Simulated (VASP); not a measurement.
A run of VASP 6.6.1 is set up as follows.

INCAR

```
SYSTEM = Rh
ALGO     = Normal         ! electronic algorithm
EDIFF    = 1E-6           ! SCF threshold, eV
EDIFFG   = -0.01          ! ionic threshold
ENCUT    = 600            ! plane-wave cutoff, eV
GGA      = RE             ! functional
IBRION   = 2              ! ionic algorithm
ISIF     = 3              ! what is computed and relaxed
ISMEAR   = -1             ! smearing method
IVDW     = 12             ! dispersion correction
LASPH    = .True.         ! aspherical terms in the spheres
LCHARG   = .False.        ! write CHGCAR
LREAL    = .False.        ! projectors in reciprocal space
LWAVE    = .False.        ! write WAVECAR
NELM     = 80             ! most SCF steps
NSW      = 60             ! ionic steps
PREC     = Accurate       ! precision mode
SIGMA    = 0.05           ! smearing width, eV
```

File KPOINTS:

```
k-points
0
Gamma
  12 12 12
  0 0 0
```

POSCAR

```
Rh
1.0
    0.0000000000      1.8978500000      1.8978500000
    1.8978500000      0.0000000000      1.8978500000
    1.8978500000      1.8978500000      0.0000000000
Rh
1
Direct
    0.0000000000      0.0000000000      0.0000000000
```

Potentials or basis: VASP PAW PBE potentials, release 64 (Rh_pv).

Launch:

```sh
$ cat potpaw_PBE.64/Rh_pv/POTCAR > POTCAR
$ mpirun -np 1 vasp_std > vasp.out
```

Problem. Estimate the space group after relaxing (to 0.05 Å).

Solution. Fm-3m (No. 225).

Problem. Estimate the dispersion energy per atom.

Solution. -1.260 eV.

Problem. Estimate the relaxed cell.

Solution. a = 2.669 Å, b = 2.669 Å, c = 2.669 Å, α = 60.00°, β = 60.00°, γ = 60.00°.

Problem. Estimate the relaxed volume.

Solution. 13.45 Å³/atom.

Final structure:
```
CELL_PARAMETERS angstrom
0.00000 1.88759 1.88759
1.88759 0.00000 1.88759
1.88759 1.88759 0.00000
ATOMIC_POSITIONS crystal
Rh 0.00000 0.00000 0.00000
```

Caveat: the PAW data sets were made with another functional, which shifts forces and pressure a little; pairwise dispersion overbinds metals, which lowers pressure and volume.
